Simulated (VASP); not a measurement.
Runs of VASP 6.6.1 on Sc. The structure is that of space group P6_3/mmc (No. 194), or close to it. The cells are those of the table. 

```tsv
task	cell	k mesh	cutoff (eV)	gap on the mesh (eV)	pressure (GPa)
relaxation of cell and atoms	relaxed from a = 3.025, b = 3.025, c = 4.788 Å, angles 90.0, 90.0, 120.0°, 2 atoms	6 × 6 × 4	500	none	-0.2
single point	a = 3.278, b = 3.278, c = 5.083 Å, angles 90.0, 90.0, 120.0°, 2 atoms	12 × 12 × 8	520	none	0.0
single point	a = 3.282, b = 3.282, c = 5.050 Å, angles 90.0, 90.0, 120.0°, 2 atoms	6 × 6 × 4	500	none	(a)
single point	a = 3.025, b = 3.025, c = 4.788 Å, angles 90.0, 90.0, 120.0°, 2 atoms	6 × 6 × 4	500	none	18.1
```

Alike in all rows: level PBEsol; potentials or basis VASP PAW PBE potentials, release 64 (Sc_sv); no spin polarisation; smearing gaussian 0.1 eV.

Problem. Estimate the missing entries.

Solution. (a) 0.1.

Caveats: some runs use coarse meshes; the PAW data sets were made with another functional, which shifts forces and pressure a little.

A gap of «none» marks levels without a gap at the run's occupations.
